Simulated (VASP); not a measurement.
Runs of VASP 6.6.1 on PbS (Galena). The structure is that of space group Fm-3m (No. 225), or close to it. The cells are those of the table. 

```csv
cell,gap on the mesh (eV),pressure (GPa)
"a = 4.166 Å, angles 60.0°, 2 atoms",0.29,3.4
"a = 4.138 Å, angles 60.0°, 2 atoms",0.21,4.9
"a = 4.222 Å, angles 60.0°, 2 atoms",0.44,0.9
"a = 4.194 Å, angles 60.0°, 2 atoms",(a),2.1
"a = 4.109 Å, angles 60.0°, 2 atoms",0.12,(b)
```

Alike in all rows: task single point; level PBE; potentials or basis VASP PAW PBE potentials, release 64 (Pb_d, S); no spin polarisation; k mesh 6 × 6 × 6; cutoff (eV) 520; smearing gaussian 0.01 eV.

Question: Fill in the values left out.

Answer: (a) 0.37; (b) 6.5.

Caveats: spin-orbit coupling is left out, which moves the levels of the heavy elements.

A k mesh can miss the band edges, and the runs leave out spin-orbit coupling on Pb.
